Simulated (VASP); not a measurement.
Sc:

```
Sc
1.0
     0.00000    3.23174    3.23174
     3.23174    0.00000    3.23174
     3.23174    3.23174    0.00000
Sc
2
Direct
  0.12500 0.12500 0.12500
  0.87500 0.87500 0.87500
```

This isn't the form of Sc at room conditions, which is hcp.

| Quantity | Value |
| --- | --- |
| Program | VASP 6.6.1 |
| Task | relaxation of cell and atoms |
| Functional | LDA |
| Potentials or basis | VASP PAW LDA potentials, release 64 (Sc_sv) |
| Cutoff | 600 eV |
| k mesh | 9 × 9 × 9 |
| Occupations | fermi-dirac, width 0.1 eV |
| Spin | no spin polarisation |

At the start: pressure -2.1 GPa; volume 33.75 Å³/atom.

Question: How do energy, volume and symmetry change on relaxing?

Answer: Over 4 steps the energy falls by 48.0 meV/atom and the volume is 27.41 Å³/atom (-18.8 %); space group Fd-3m (No. 227, to 0.1 Å) before and after.

Step by step:
| step | energy change (eV) | largest force (eV/Å) | pressure (GPa) | volume (Å³) |
| --- | --- | --- | --- | --- |
| 1 | 0.0000 | 0.0000 | -2.08 | 67.51 |
| 2 | -0.0493 | 0.0000 | -1.64 | 63.31 |
| 3 | -0.0921 | 0.0000 | -0.52 | 57.15 |
| 4 | -0.0961 | 0.0000 | 0.02 | 54.81 |

Final structure:
```
Sc
1.0
     0.00000    3.01498    3.01498
     3.01498    0.00000    3.01498
     3.01498    3.01498    0.00000
Sc
2
Direct
  0.12500 0.12500 0.12500
  0.87500 0.87500 0.87500
```

Caveat: the volume moved by over 15 % at a fixed basis, so the end points are rough.
